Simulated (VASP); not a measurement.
Write the native input for VASP 6.6.1 that does the following.

* Task: relaxation of cell and atoms
* Functional: PBE
* Potentials or basis: VASP PAW PBE potentials, release 64 (As)
* Cutoff: 600 eV
* k mesh: 15 × 15 × 8
* Occupations: fermi-dirac, width 0.1 eV
* Spin: no spin polarisation
* Target pressure: -1.5 GPa
* Dipole correction: no
* Further INCAR settings: ALGO = Normal; EDIFF = 1e-07; IBRION = 2; EDIFFG = -0.005; NSW = 60; ISIF = 3

The structure of As lies in POSCAR:

```
As
1.0
    3.0413985608      0.0000000000      0.0000000000
   -1.5206992804      2.6339284167      0.0000000000
    0.0000000000      0.0000000000      4.9270656685
As
2
Direct
    0.3333333333      0.6666666667      0.2500000000
    0.6666666667      0.3333333333      0.7500000000
```

This isn't the form of As at room conditions, which is rhombohedral.

The input as run:

INCAR

```
ALGO = Normal
EDIFF = 1E-7
EDIFFG = -0.005
ENCUT = 600
GGA = PE
IBRION = 2
ISIF = 3
ISMEAR = -1
LASPH = True
LCHARG = False
LREAL = False
LWAVE = False
NELM = 60
NSW = 60
PREC = Accurate
PSTRESS = -15.0
SIGMA = 0.1
```

KPOINTS

```
k-points
0
Gamma
  15 15 8
```

Potentials or basis: VASP PAW PBE potentials, release 64 (As).

Command:

```bash
$ cat potpaw_PBE.64/As/POTCAR > POTCAR
$ mpirun -np 1 vasp_std > vasp.out
```

It gave:

```json
{
  "Relaxed volume": "19.68 Å³/atom",
  "Relaxed cell": "a = 3.003 Å, b = 3.003 Å, c = 5.039 Å, α = 90.00°, β = 90.00°, γ = 120.00°",
  "Space group after relaxing (to 0.1 Å)": "P6_3/mmc (No. 194)",
  "Energy change on relaxing (the run minimises the enthalpy)": "-4.2 meV/atom",
  "Ionic steps": "6",
  "Pressure after relaxing": "-1.5 GPa",
  "Band gap on the k mesh": "zero (bands 5 and 6 overlap by 8.48 eV)"
}
```

Caveat: the cell is relaxed towards a set pressure, so the run minimises the enthalpy, not the energy.

It took 4 min on 1 thread of Intel Xeon 8259CL, with other jobs on the host, peak memory 0.21 GiB.
